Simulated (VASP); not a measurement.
# Li3LaCd2 (P-3m1) in VASP: further runs, part 2 of 2

VASP 6.6.1. Earlier steps stand in the parts before.

## Step 3: Single point, r2SCAN

This run uses another cell than the first one, of 23.50 Å³/atom, 1.002 times its volume.

Input file POSCAR:

```
Li3LaCd2
1.0
    4.8001670184      0.0000000000      0.0000000000
   -2.4000835092      4.1570665804      0.0000000000
    0.0000000000      0.0000000000      7.0663405582
Li La Cd
3 1 2
Direct
    0.3333333333      0.6666666667      0.6659233813
    0.6666666667      0.3333333333      0.3340766187
    0.0000000000      0.0000000000      0.5000000000
    0.0000000000      0.0000000000      0.0000000000
    0.3333333333      0.6666666667      0.2721455684
    0.6666666667      0.3333333333      0.7278544316
```

Input file INCAR.step1:

```
SYSTEM = Li3LaCd2
  PREC = Accurate
  ENCUT = 520
  ISMEAR = 1
  SIGMA = 0.1
  LREAL = .False.
  LASPH = .True.
  NELM = 100
  NBANDS = 31
  GGA = PE
  ALGO = Normal
  EDIFF = 1E-4
  LWAVE = .True.
  LCHARG = .False.
```

Input file INCAR.step2:

```
SYSTEM = Li3LaCd2
  PREC = Accurate
  ENCUT = 520
  EDIFF = 1E-7
  ISMEAR = 1
  SIGMA = 0.1
  LREAL = .False.
  LASPH = .True.
  NELM = 100
  ALGO = Normal
  ISIF = 2
  LWAVE = .False.
  LCHARG = .False.
  METAGGA = R2SCAN
  LMIXTAU = .True.
  NBANDS = 31
  ISTART = 1
```

Input file KPOINTS:

```
regular mesh
0
Gamma
  5 5 3
  0 0 0
```

Potentials or basis: VASP PAW PBE potentials, release 64 (Li_sv, La, Cd).

Started as:

```console
$ cat potpaw_PBE.64/Li_sv/POTCAR potpaw_PBE.64/La/POTCAR potpaw_PBE.64/Cd/POTCAR > POTCAR
$ cp INCAR.step1 INCAR
$ mpirun -np 1 vasp_std > vasp.out
$ cp INCAR.step2 INCAR
$ mpirun -np 1 vasp_std > vasp.out
```

OUTCAR:

```text
SYSTEM = Li3LaCd2
   PREC = Accurate
   ENCUT = 520
   EDIFF = 1E-7
   ISMEAR = 1
   LREAL = .False.
   LASPH = .True.
   NELM = 100
   ISIF = 2
   METAGGA = R2SCAN
   ISTART = 1

 ion  position               nearest neighbor table
   1  0.333  0.667  0.666-   5 2.78   6 2.81   6 2.81   6 2.81
   2  0.667  0.333  0.334-   6 2.78   5 2.81   5 2.81   5 2.81
   3  0.000  0.000  0.500-
   4  0.000  0.000  0.000-   5 3.37   6 3.37   6 3.37   5 3.37   6 3.37   5 3.37
   5  0.333  0.667  0.272-   1 2.78   2 2.81   2 2.81   2 2.81   4 3.37   4 3.37   4 3.37
   6  0.667  0.333  0.728-   2 2.78   1 2.81   1 2.81   1 2.81   4 3.37   4 3.37   4 3.37

  LATTYP: Found a hexagonal cell.
 ALAT       =     4.8001670184
 C/A-ratio  =     1.4721030604

  Lattice vectors:

 A1 = (   4.8001670184,   0.0000000000,   0.0000000000)
 A2 = (  -2.4000835092,   4.1570665804,   0.0000000000)
 A3 = (   0.0000000000,   0.0000000000,   7.0663405582)

Analysis of symmetry for initial positions (statically):
=====================================================================
 Subroutine PRICEL returns:
 Original cell was already a primitive cell.

 Routine SETGRP: Setting up the symmetry group for a
 hexagonal supercell.

 Subroutine GETGRP returns: Found 12 space group operations
 (whereof 12 operations were pure point group operations)
 out of a pool of 24 trial point group operations.

The static configuration has the point symmetry D_3d.

Analysis of symmetry for dynamics (positions and initial velocities):
=====================================================================
 Subroutine PRICEL returns:
 Original cell was already a primitive cell.

 Routine SETGRP: Setting up the symmetry group for a
 hexagonal supercell.

 Subroutine GETGRP returns: Found 12 space group operations
 (whereof 12 operations were pure point group operations)
 out of a pool of 24 trial point group operations.

The dynamic configuration has the point symmetry D_3d.

 Subroutine INISYM returns: Found 12 space group operations
 (whereof 12 operations are pure point group operations),
 and found     1 'primitive' translations

----------------------------------------------------------------------------------------

                                     Primitive cell

  volume of cell :     141.0061

  direct lattice vectors                    reciprocal lattice vectors
     4.800167018  0.000000000  0.000000000     0.208326085  0.120277121  0.000000000
    -2.400083509  4.157066580  0.000000000     0.000000000  0.240554242  0.000000000
     0.000000000  0.000000000  7.066340558     0.000000000  0.000000000  0.141515965

  length of vectors
     4.800167018  4.800167018  7.066340558     0.240554242  0.240554242  0.141515965

  position of ions in fractional coordinates (direct lattice)
     0.333333333  0.666666667  0.665923381
     0.666666667  0.333333333  0.334076619
     0.000000000  0.000000000  0.500000000
     0.000000000  0.000000000  0.000000000
     0.333333333  0.666666667  0.272145568
     0.666666667  0.333333333  0.727854432

  ion indices of the primitive-cell ions
   primitive index   ion index
                 1           1
                 2           2
                 3           3
                 4           4
                 5           5
                 6           6

[... 34 lines left out ...]
  0.200000 -0.000000  0.333333      6.000000
  0.000000  0.200000  0.333333      6.000000
  0.400000  0.000000  0.333333      6.000000
  0.000000  0.400000  0.333333      6.000000
  0.200000  0.200000  0.333333     12.000000
  0.400000  0.200000  0.333333     12.000000
   k-points           NKPTS =     12   k-points in BZ     NKDIM =     12   number of bands    NBANDS=     31
   number of dos      NEDOS =    301   number of ions     NIONS =      6
   total plane-waves  NPLWV =  69984
   dimension x,y,z NGX =    36 NGY =   36 NGZ =   54
   dimension x,y,z NGXF=    72 NGYF=   72 NGZF=  108
   ions per type =               3   1   2
   NGX,Y,Z   is equivalent  to a cutoff of  12.47, 12.47, 12.70 a.u.
   NGXF,Y,Z  is equivalent  to a cutoff of  24.94, 24.94, 25.41 a.u.
 SYSTEM =  Li3LaCd2
   PREC   = accura    normal or accurate (medium, high low for compatibility)
   ISTART =      1    job   : 0-new  1-cont  2-samecut
   ICHARG =      0    charge: 1-file 2-atom 10-const
   ISPIN  =      1    spin polarized calculation?
   LNONCOLLINEAR =      F non collinear calculations
   LSORBIT =      F    spin-orbit coupling
   LASPH  =      T    aspherical Exc in radial PAW
   ENCUT  =  520.0 eV  38.22 Ry    6.18 a.u.   8.93  8.93 13.14*2*pi/ulx,y,z
   NELM   =    100;   NELMIN=  2; NELMDL=  0     # of ELM steps
   EDIFF  = 0.1E-06   stopping-criterion for ELM
   LREAL  =      F    real-space projection
   EDIFFG = 0.1E-05   stopping-criterion for IOM
   NSW    =      0    number of steps for IOM
   IBRION =     -1    ionic relax: 0-MD 1-quasi-New 2-CG
   NFREE  =      0    steps in history (QN), initial steepest desc. (CG)
   ISIF   =      2    stress and relaxation
   ISYM   =      2    0-nonsym 1-usesym 2-fastsym
   POTIM  = 0.5000    time-step for ionic-motion
   TEBEG  =    0.0;   TEEND  =   0.0 temperature during run
   PSTRESS=    0.0 pullay stress
   NELECT =      44.0000    total number of electrons
   NUPDOWN=      -1.0000    fix difference up-down
   EMIN   =  10.00;   EMAX   =-10.00  energy-range for DOS
   EFERMI =   0.00;   METHOD = LEGACY
   ISMEAR =     1;   SIGMA  =   0.10  broadening in eV -4-tet -1-fermi 0-gaus
   EFERMI_NEDOS =   21; number of points for ismear=-14 and -15
   IALGO  =     38    algorithm
   IMIX   =      4    mixing-type and parameters
     AMIX     =   0.40;   BMIX     =  1.00
     AMIX_MAG =   1.60;   BMIX_MAG =  1.00
  volume/ion in A,a.u.               =      23.50       158.59
  Fermi-wavevector in a.u.,A,eV,Ry     =   1.110401  2.098353 16.775846  1.232990
  Thomas-Fermi vector in A             =   2.246952
   LORBIT       =      0    0 simple, 1 ext, 2 COOP (PROOUT), +10 PAW based schemes
   METAGGA = R2SCAN    functional components
   LHFCALC =     F    Hartree Fock is set to
   AEXX    =    0.0000 exact exchange contribution
   IVDW    =     0    specifies the selected vdW correction
   LEPSILON=     F    determine dielectric tensor
   LRPA    =     F    only Hartree local field effects (RPA)
 non-spin polarized calculation
 Methfessel and Paxton  Order N= 1 SIGMA  =   0.10
  energy-cutoff  :      520.00
  volume of cell :      141.01
 maximum number of plane-waves:      3817
 NGX is ok and might be reduce to    36
   NGX = 17   NGY = 17   NGZ = 27

 number of electron      44.0000018 magnetization

 Free energy of the ion-electron system (eV)
  ---------------------------------------------------
  ext. energy  EPLUGINS =         0.00000000
  ---------------------------------------------------
  free energy    TOTEN  =       -78.16425307 eV

  energy without entropy =      -78.16162164  energy(sigma->0) =      -78.16337592

 E-fermi :   3.0910     XC(G=0):  -9.5843

 val. band max:        3.0848976182   @ k =   0.2000   0.2000   0.0000
 cond. band min:       3.1037412004   @ k =   0.0000   0.2000   0.3333
 fundamental gap:      0.0188435822
 Fermi energy:         3.0910370270

 k-point     1 :       0.0000    0.0000    0.0000
  band No.  band energies     occupation
      1     -44.7370      2.00000
      2     -44.5895      2.00000
      3     -44.5886      2.00000
      4     -31.4394      2.00000
      5     -14.7056      2.00000
      6     -14.6121      2.00000
[... 397 lines left out ...]
     30       4.8523     -0.00000
     31       4.8734     -0.00000

------------------------ aborting loop because EDIFF is reached ----------------------------------------

  FORCE on cell =-STRESS in cart. coord.  units (eV):
  Direction    XX          YY          ZZ          XY          YZ          ZX
  --------------------------------------------------------------------------------------
  -------------------------------------------------------------------------------------
  Total       -0.1972898     -0.1972898     -0.0654719      0.0000000      0.0000000      0.0000000
  in kB       -2.2416995     -2.2416995     -0.7439225      0.0000000      0.0000000      0.0000000
  external PRESSURE =      -1.7424405 kB  Pullay stress =       0.0000000 kB

 VOLUME and BASIS-vectors are now :
 -----------------------------------------------------------------------------
  energy-cutoff  :      520.00
  volume of cell :      141.01
      direct lattice vectors                 reciprocal lattice vectors
     4.800167018  0.000000000  0.000000000     0.208326085  0.120277121  0.000000000
    -2.400083509  4.157066580  0.000000000     0.000000000  0.240554242  0.000000000
     0.000000000  0.000000000  7.066340558     0.000000000  0.000000000  0.141515965

 POSITION                                       TOTAL-FORCE (eV/Angst)
 -----------------------------------------------------------------------------------
     -0.00000      2.77138      4.70564         0.000000      0.000000     -0.106370
      2.40008      1.38569      2.36070        -0.000000     -0.000000      0.106370
      0.00000      0.00000      3.53317         0.000000      0.000000      0.000000
      0.00000      0.00000      0.00000         0.000000      0.000000      0.000000
     -0.00000      2.77138      1.92307        -0.000000      0.000000     -0.001980
      2.40008      1.38569      5.14327        -0.000000     -0.000000      0.001980
 -----------------------------------------------------------------------------------
    total drift:                                0.000000      0.000000     -0.000000

  FREE ENERGIE OF THE ION-ELECTRON SYSTEM (eV)
  ---------------------------------------------------
  free  energy   TOTEN  =       -78.1642530676 eV

  energy  without entropy=      -78.1616216353  energy(sigma->0) =      -78.16337592
```

It took 9.6 min on 1 thread of AMD EPYC 7R13 (Zen 3), shared host; peak memory 0.29 GiB.

What came out:

* Free energy: -78.1643 eV
* Largest force: 0.106 eV/Å
* Band gap on the k mesh: zero (band 22 reaches 3.55 eV, above the bottom of band 23 at 2.92 eV)

Forces in eV/Å, atoms in the order of the input:
```
Li   0.000  0.000 -0.106
Li   0.000  0.000  0.106
Li   0.000  0.000  0.000
La   0.000  0.000  0.000
Cd   0.000  0.000 -0.002
Cd   0.000  0.000  0.002
```

Caveat: the cutoff is under 1.25 times the usual one of these potentials, so pressure, stress and relaxed cells hold a basis-set (Pulay) error; the PAW data sets were made with another functional, which shifts forces and pressure a little; spin-orbit coupling is left out, which moves the levels of the heavy elements.

## Step 4: Single point, r2SCAN

Input file POSCAR:

```
Li3LaCd2
1.0
    4.8242064959      0.0000000000      0.0000000000
   -2.4121032479      4.1778853785      0.0000000000
    0.0000000000      0.0000000000      6.9863725070
Li La Cd
3 1 2
Direct
    0.3333333333      0.6666666667      0.6665035292
    0.6666666667      0.3333333333      0.3334964708
    0.0000000000      0.0000000000      0.5000000000
    0.0000000000      0.0000000000      0.0000000000
    0.3333333333      0.6666666667      0.2707952616
    0.6666666667      0.3333333333      0.7292047384
```

Input file INCAR.step1:

```
PREC     = Accurate       # precision mode
ENCUT    = 520            # plane-wave cutoff, eV
ISMEAR   = 0              # smearing method
SIGMA    = 0.15           # smearing width, eV
LREAL    = F              # projectors in reciprocal space
LASPH    = T              # aspherical terms in the spheres
NELM     = 100            # most SCF steps
NBANDS   = 31             # bands
GGA      = PE             # functional
ALGO     = Normal         # electronic algorithm
EDIFF    = 1E-4           # SCF threshold, eV
LWAVE    = T              # write WAVECAR
LCHARG   = F              # write CHGCAR
```

Input file INCAR.step2:

```
PREC     = Accurate       # precision mode
ENCUT    = 520            # plane-wave cutoff, eV
EDIFF    = 1E-6           # SCF threshold, eV
ISMEAR   = 0              # smearing method
SIGMA    = 0.15           # smearing width, eV
LREAL    = F              # projectors in reciprocal space
LASPH    = T              # aspherical terms in the spheres
NELM     = 100            # most SCF steps
ALGO     = Normal         # electronic algorithm
ISIF     = 2              # what is computed and relaxed
LWAVE    = F              # write WAVECAR
LCHARG   = T              # write CHGCAR
METAGGA  = R2SCAN         # meta-GGA
LMIXTAU  = T            
LELF     = T              # ELF
LVHAR    = T            
NBANDS   = 31             # bands
ISTART   = 1
```

Input file KPOINTS:

```
regular mesh
0
Gamma
  5 5 3
```

Started as:

```console
$ cat potpaw_PBE.64/Li_sv/POTCAR potpaw_PBE.64/La/POTCAR potpaw_PBE.64/Cd/POTCAR > POTCAR
$ cp INCAR.step1 INCAR
$ mpirun -np 1 vasp_std > vasp.out
$ cp INCAR.step2 INCAR
$ mpirun -np 1 vasp_std > vasp.out
```

Run time: 10 min. Hardware: 1 thread of AMD EPYC 7R13 (Zen 3), shared host; peak memory 0.28 GiB.

Results (log left out):

```
Free energy            : -78.1967 eV
Largest force          : 0.075 eV/Å
Band gap on the k mesh : zero (band 22 reaches 3.50 eV, above the bottom of band 23 at 2.95 eV)
```

Forces in eV/Å, atoms in the order of the input:
```
Li   0.000  0.000 -0.075
Li   0.000  0.000  0.075
Li   0.000  0.000  0.000
La   0.000  0.000  0.000
Cd   0.000  0.000  0.017
Cd   0.000  0.000 -0.017
```

Levels at points of the mesh, in eV from the Fermi level:
| k point | band 18 | band 19 | band 20 | band 21 | band 22 | band 23 | band 24 | band 25 | band 26 | band 27 |
| --- | --- | --- | --- | --- | --- | --- | --- | --- | --- | --- |
| (0.00, 0.00, 0.00) | -5.91 | -3.12 | -2.19 | 0.23 | 0.23 | 1.46 | 1.51 | 1.51 | 1.62 | 1.70 |

Caveat: the cutoff is under 1.25 times the usual one of these potentials, so pressure, stress and relaxed cells hold a basis-set (Pulay) error; the PAW data sets were made with another functional, which shifts forces and pressure a little; spin-orbit coupling is left out, which moves the levels of the heavy elements.

## Step 5: Overview

| cell | smearing | gap on the mesh (eV) | largest force (eV/Å) |
| --- | --- | --- | --- |
| a = 4.838, b = 4.838, c = 6.941 Å, angles 90.0, 90.0, 120.0°, 6 atoms | fermi-dirac 0.1 eV | none | 0.11 |
| a = 4.800, b = 4.800, c = 7.066 Å, angles 90.0, 90.0, 120.0°, 6 atoms | methfessel-paxton 0.1 eV | none | 0.11 |
| a = 4.824, b = 4.824, c = 6.986 Å, angles 90.0, 90.0, 120.0°, 6 atoms | gaussian 0.15 eV | none | 0.08 |

Alike in all rows: task single point; level r2SCAN; potentials or basis VASP PAW PBE potentials, release 64 (Li_sv, La, Cd); no spin polarisation; k mesh 5 × 5 × 3; cutoff (eV) 520.

Caveats: the cutoff is under 1.25 times the usual one of these potentials, so pressure, stress and relaxed cells hold a basis-set (Pulay) error; the PAW data sets were made with another functional, which shifts forces and pressure a little; spin-orbit coupling is left out, which moves the levels of the heavy elements.

Absolute energies hang on the potentials; compare differences alone.
